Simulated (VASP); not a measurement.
## Sr: single point with PBEsol

The system is Sr.

```
Sr
1.0
     4.55799    0.00000    0.00000
    -2.27900    3.14817    0.00000
     0.00000    0.00000    7.19975
Sr
2
Direct
  0.33333 0.66667 0.25000
  0.66667 0.33333 0.75000
```

This cell differs from its parent crystal: strain +e along x and -e along y +0.1100, strain +e along z and -e/2 along x and y +0.0467.

- Program: VASP 6.6.1
- Task: single point
- Functional: PBEsol
- Potentials or basis: VASP PAW PBE potentials, release 64 (Sr_sv)
- Cutoff: 520 eV
- k mesh: 12 × 12 × 8
- Occupations: gaussian, width 0.15 eV
- Spin: no spin polarisation
- Dipole correction: no
- Further INCAR settings: ALGO = Fast; EDIFF = 1e-06; NBANDS = 17

```
Pressure               : 0.2 GPa
Largest force          : 0.156 eV/Å
Band gap on the k mesh : zero (bands 10 and 11 overlap by 0.34 eV)
```

Forces on the atoms (eV/Å):
```
Sr   0.000 -0.156  0.000
Sr   0.000  0.156  0.000
```

Stress tensor (GPa, compression positive):
```
-0.30  0.00  0.00
 0.00  2.38  0.00
 0.00  0.00 -1.41
```

Levels at points of the mesh, in eV from the Fermi level:
```csv
k point,band 8,band 9,band 10,band 11,band 12,band 13
"(0.00, 0.00, 0.00)",-18.27,-3.67,-1.33,-0.07,1.44,1.82
"(0.50, 0.00, 0.00)",-18.27,-1.11,-0.52,-0.05,0.41,1.06
"(0.00, 0.50, 0.00)",-18.34,-0.59,-0.25,0.23,0.76,1.60
"(0.00, 0.00, 0.50)",-18.28,-2.79,-2.79,1.05,1.05,1.55
"(0.50, 0.00, 0.50)",-18.28,-0.88,-0.88,0.26,0.26,1.27
"(0.00, 0.50, 0.50)",-18.33,-0.50,-0.50,0.71,0.71,1.77
```

Run time: 4.3 min on 1 thread of AMD EPYC 9R45 96-Core Processor (Zen 5), with other jobs on the host, peak memory 0.43 GiB.

Caveat: the cell differs from its parent crystal (strain +e along x and -e along y +0.1100, strain +e along z and -e/2 along x and y +0.0467); the PAW data sets were made with another functional, which shifts forces and pressure a little.
